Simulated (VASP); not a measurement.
# BeSe (r.b) (F-43m) in VASP: further runs, part 2 of 2

VASP 6.6.1. The steps go on from the part before.

**3. Single point, PBE+D4**

This run uses another cell than the first one, of 16.81 Å³/atom, 0.990 times its volume.

INCAR

```
PREC = Accurate ; ENCUT = 600
EDIFF = 1E-6 ; ISMEAR = 0
SIGMA = 0.02 ; LREAL = F
LASPH = T ; NELM = 120
ALGO = Normal ; ISIF = 2
LWAVE = F ; LCHARG = T
GGA = PE ; IVDW = 13
LELF = T ; LVHAR = T
NBANDS = 11 ; GGA_COMPAT = F
```

KPOINTS

```
regular mesh
0
Gamma
  8 8 8
```

POSCAR

```
BeSe
1.0
    0.0000000000      2.5616375702      2.5616375702
    2.5616375702      0.0000000000      2.5616375702
    2.5616375702      2.5616375702      0.0000000000
Be Se
1 1
Direct
    0.0000000000      0.0000000000      0.0000000000
    0.2500000000      0.2500000000      0.2500000000
```

Potentials or basis: VASP PAW PBE potentials, release 64 (Be, Se).

Launch:

```sh
$ cat potpaw_PBE.64/Be/POTCAR potpaw_PBE.64/Se/POTCAR > POTCAR
$ mpirun -np 1 vasp_std > vasp.out
```

OUTCAR:

```text
PREC = Accurate
   ENCUT = 600
   EDIFF = 1E-6
   ISMEAR = 0
   LREAL = F
   LASPH = T
   NELM = 120
   ISIF = 2
   GGA = PE
   IVDW = 13

 ion  position               nearest neighbor table
   1  0.000  0.000  0.000-   2 2.22   2 2.22   2 2.22   2 2.22
   2  0.250  0.250  0.250-   1 2.22   1 2.22   1 2.22   1 2.22

  LATTYP: Found a face centered cubic cell.
 ALAT       =     5.1232751404

  Lattice vectors:

 A1 = (   0.0000000000,   2.5616375702,   2.5616375702)
 A2 = (   2.5616375702,   0.0000000000,   2.5616375702)
 A3 = (   2.5616375702,   2.5616375702,   0.0000000000)

Analysis of symmetry for initial positions (statically):
=====================================================================
 Subroutine PRICEL returns:
 Original cell was already a primitive cell.

 Routine SETGRP: Setting up the symmetry group for a
 face centered cubic supercell.

 Subroutine GETGRP returns: Found 24 space group operations
 (whereof 24 operations were pure point group operations)
 out of a pool of 48 trial point group operations.

The static configuration has the point symmetry T_d .

Analysis of symmetry for dynamics (positions and initial velocities):
=====================================================================
 Subroutine PRICEL returns:
 Original cell was already a primitive cell.

 Routine SETGRP: Setting up the symmetry group for a
 face centered cubic supercell.

 Subroutine GETGRP returns: Found 24 space group operations
 (whereof 24 operations were pure point group operations)
 out of a pool of 48 trial point group operations.

The dynamic configuration has the point symmetry T_d .

 Subroutine INISYM returns: Found 24 space group operations
 (whereof 24 operations are pure point group operations),
 and found     1 'primitive' translations

----------------------------------------------------------------------------------------

[... 119 lines left out ...]
   AEXX    =    0.0000 exact exchange contribution
   IVDW    =    13    specifies the selected vdW correction
   LEPSILON=     F    determine dielectric tensor
   LRPA    =     F    only Hartree local field effects (RPA)
 non-spin polarized calculation
 Gauss-broadening in eV      SIGMA  =   0.02
  energy-cutoff  :      600.00
  volume of cell :       33.62
 maximum number of plane-waves:      1139
 NGX is ok and might be reduce to    30
   NGX = 15   NGY = 15   NGZ = 15

 number of electron       8.0000000 magnetization

 Free energy of the ion-electron system (eV)
  ---------------------------------------------------
  ext. energy  EPLUGINS =         0.00000000
  ---------------------------------------------------
  free energy    TOTEN  =        -8.84952672 eV

  energy without entropy =       -8.84952672  energy(sigma->0) =       -8.84952672

 E-fermi :   3.6483     XC(G=0):  -9.4802

 val. band max:        3.4752676423   @ k =   0.0000   0.0000   0.0000
 cond. band min:       6.0698624422   @ k =   0.5000   0.5000   0.0000
 fundamental gap:      2.5945947999
 Fermi energy:         3.6482732815

 k-point     1 :       0.0000    0.0000    0.0000
  band No.  band energies     occupation
      1     -10.4037      2.00000
      2       3.4753      2.00000
      3       3.4753      2.00000
      4       3.4753      2.00000
      5       7.9315      0.00000
      6       8.4821      0.00000
      7       8.4821      0.00000
      8       8.4821      0.00000
      9      15.5685      0.00000
     10      16.0249      0.00000
     11      16.0249      0.00000
[... 309 lines left out ...]
 k-point    24 :      -0.3750    0.2500    0.1250
  band No.  band energies     occupation
      1      -8.7914      2.00000
      2      -1.8103      2.00000
      3       0.5770      2.00000
      4       1.5728      2.00000
      5       8.9638      0.00000
      6       9.2180      0.00000
      7      11.8577      0.00000
      8      13.2076      0.00000
      9      13.9063      0.00000
     10      18.0618      0.00000
     11      18.2454      0.00000

 [... further k-points ...]

------------------------ aborting loop because EDIFF is reached ----------------------------------------

  DFT-D4 for vdW energy calculation

  Edisp (eV):   -0.55839

  FORCE on cell =-STRESS in cart. coord.  units (eV):
  Direction    XX          YY          ZZ          XY          YZ          ZX
  --------------------------------------------------------------------------------------
  -------------------------------------------------------------------------------------
  Total       0.04293     0.04293     0.04293     0.00000     0.00000     0.00000
  in kB       2.04611     2.04611     2.04611     0.00000     0.00000     0.00000
  external pressure =        2.05 kB  Pullay stress =        0.00 kB

 VOLUME and BASIS-vectors are now :
 -----------------------------------------------------------------------------
  energy-cutoff  :      600.00
  volume of cell :       33.62
      direct lattice vectors                 reciprocal lattice vectors
     0.000000000  2.561637570  2.561637570    -0.195187643  0.195187643  0.195187643
     2.561637570  0.000000000  2.561637570     0.195187643 -0.195187643  0.195187643
     2.561637570  2.561637570  0.000000000     0.195187643  0.195187643 -0.195187643

 POSITION                                       TOTAL-FORCE (eV/Angst)
 -----------------------------------------------------------------------------------
      0.00000      0.00000      0.00000         0.000000      0.000000     -0.000000
      1.28082      1.28082      1.28082        -0.000000     -0.000000      0.000000
 -----------------------------------------------------------------------------------
    total drift:                                0.000000      0.000000      0.000000

  FREE ENERGIE OF THE ION-ELECTRON SYSTEM (eV)
  ---------------------------------------------------
  free  energy   TOTEN  =        -9.4079200788 eV

  energy  without entropy=       -9.4079200788  energy(sigma->0) =       -9.40792008
```

OSZICAR:

```text
N       E                     dE             d eps       ncg     rms          rms(c)
DAV:   1     0.251105118398E+02    0.25111E+02   -0.37838E+03   638   0.673E+02
DAV:   2    -0.752866458508E+01   -0.32639E+02   -0.31386E+02   847   0.119E+02
DAV:   3    -0.897009934667E+01   -0.14414E+01   -0.14383E+01   822   0.250E+01
DAV:   4    -0.897652371889E+01   -0.64244E-02   -0.64238E-02   776   0.184E+00
DAV:   5    -0.897654203543E+01   -0.18317E-04   -0.18316E-04   800   0.103E-01    0.345E+00
DAV:   6    -0.888349436480E+01    0.93048E-01   -0.50423E-02   759   0.120E+00    0.214E+00
DAV:   7    -0.884823010568E+01    0.35264E-01   -0.94655E-02   792   0.162E+00    0.250E-01
DAV:   8    -0.884940991569E+01   -0.11798E-02   -0.29490E-03   704   0.326E-01    0.341E-02
DAV:   9    -0.884951012492E+01   -0.10021E-03   -0.86816E-05   867   0.633E-02    0.248E-02
DAV:  10    -0.884952588684E+01   -0.15762E-04   -0.20433E-05   719   0.262E-02    0.717E-03
DAV:  11    -0.884952672223E+01   -0.83539E-06   -0.24669E-06   831   0.822E-03
   1 F= -.94079201E+01 E0= -.94079201E+01  d E =-.210460E-36
```

stdout:

```text
POSCAR found type information on POSCAR BeSe
 POSCAR found :  2 types and       2 ions
 scaLAPACK will be used
 LDA part: xc-table for (Slater+PW92), standard interpolation
 POSCAR, INCAR and KPOINTS ok, starting setup
 FFT: planning ... GRIDC
 FFT: planning ... GRID_SOFT
 FFT: planning ... GRID
 WAVECAR not read
 entering main loop
```

Run time: 7.7 s. Hardware: 1 thread of Intel Xeon 6975P-C (Granite Rapids), shared host; peak memory 0.16 GiB.

Results:

```
Free energy                : -9.4079 eV
Pressure                   : 0.2 GPa
Band gap on the k mesh     : 2.59 eV, indirect (least direct gap 4.46 eV)
Dispersion energy per atom : -0.279 eV
```

Levels at points of the mesh, in eV from the valence-band top:
```tsv
k point	band 1	band 2	band 3	band 4	band 5	band 6	band 7	band 8	band 9
(0.00, 0.00, 0.00)	-13.88	0.00	0.00	0.00	4.46	5.01	5.01	5.01	12.09
(0.50, 0.00, 0.00)	-12.50	-5.79	-1.09	-1.09	4.38	5.97	5.97	10.04	13.61
(0.50, 0.50, 0.00)	-12.03	-5.14	-2.70	-2.70	2.59	4.19	11.81	11.81	14.79
```
